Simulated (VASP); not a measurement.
A run of VASP 6.6.1:

File INCAR:

```
SYSTEM = Sb
PREC = Accurate ; ENCUT = 520
EDIFF = 1E-7 ; ISMEAR = -1
SIGMA = 0.1 ; LREAL = .False.
LASPH = .True. ; NELM = 100
ALGO = Normal ; ISIF = 2
LWAVE = .False. ; LCHARG = .True.
GGA = CA ; LELF = .True.
LVHAR = .True. ; NBANDS = 12
```

Contents of KPOINTS:

```
Automatic mesh
0
Gamma
  13 13 13
  0 0 0
```

The input POSCAR:

```
Sb
1.0
    2.1456002536      1.2387628840      3.6587425366
   -2.1456002536      1.2387628840      3.6587425366
    0.0000000000     -2.4775257680      3.6587425366
Sb
2
Direct
    0.2359371474      0.2359371474      0.2359371474
    0.7640628526      0.7640628526      0.7640628526
```

Potentials or basis: VASP PAW LDA potentials, release 64 (Sb).

The run is started by

```bash
$ cat potpaw_LDA.64/Sb/POTCAR > POTCAR
$ mpirun -np 1 vasp_std > vasp.out
```

Hardware: 1 thread of AMD EPYC 7R43 64-Core Processor (Zen 3), with other jobs on the host.

Task: Estimate the wall time of this run.

Result: Run time: 120 s on 1 thread of AMD EPYC 7R43 64-Core Processor (Zen 3), on a shared host, peak memory 0.23 GiB. Counts: scf iterations 11, k points 231.
